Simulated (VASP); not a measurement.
Runs of VASP 6.6.1 on CdSe. The structure is that of space group R3m (No. 160), or close to it. The cells are those of the table. 

```tsv
cell	gap on the mesh (eV)	pressure (GPa)	largest force (eV/Å)
a = 4.479, b = 4.479, c = 4.147 Å, angles 57.3, 57.3, 60.0°, 2 atoms	(b)	4.6	1.48
a = 4.419, b = 4.419, c = 4.195 Å, angles 58.2, 58.2, 60.0°, 2 atoms	(d)	3.7	0.86
a = 4.304, b = 4.304, c = 3.985 Å, angles 57.3, 57.3, 60.0°, 2 atoms	0.72	14.3	2.34
a = 4.109, b = 4.109, c = 4.341 Å, angles 61.8, 61.8, 60.0°, 2 atoms	0.61	7.6	0.71
a = 4.025, b = 4.025, c = 4.253 Å, angles 61.8, 61.8, 60.0°, 2 atoms	0.70	13.0	0.95
a = 4.393, b = 4.393, c = 4.067 Å, angles 57.3, 57.3, 60.0°, 2 atoms	0.70	(c)	1.87
a = 4.247, b = 4.247, c = 4.031 Å, angles 58.2, 58.2, 60.0°, 2 atoms	0.72	13.1	1.40
a = 4.189, b = 4.189, c = 4.426 Å, angles 61.8, 61.8, 60.0°, 2 atoms	0.53	3.7	0.51
a = 4.133, b = 4.133, c = 4.493 Å, angles 62.6, 62.6, 60.0°, 2 atoms	0.47	4.3	0.68
a = 3.971, b = 3.971, c = 4.318 Å, angles 62.6, 62.6, 60.0°, 2 atoms	0.58	13.9	1.32
a = 4.335, b = 4.335, c = 4.115 Å, angles 58.2, 58.2, 60.0°, 2 atoms	0.66	7.7	1.10
a = 4.054, b = 4.054, c = 4.407 Å, angles 62.6, 62.6, 60.0°, 2 atoms	0.52	(a)	0.96
```

Alike in all rows: task single point; level PBE; potentials or basis VASP PAW PBE potentials, release 64 (Cd, Se); no spin polarisation; k mesh 10 × 10 × 10; cutoff (eV) 520; smearing gaussian 0.05 eV.

Problem. Fill in the values left out.

Solution. (a) 8.4; (b) 0.65; (c) 8.7; (d) 0.60.

Caveats: the cell stands under pressure; forces of over 1 eV/Å act on the atoms, so gaps and moduli don't describe the material at rest (at least some runs).

A k mesh can miss the band edges, and the runs leave out spin-orbit coupling on Cd, Se.
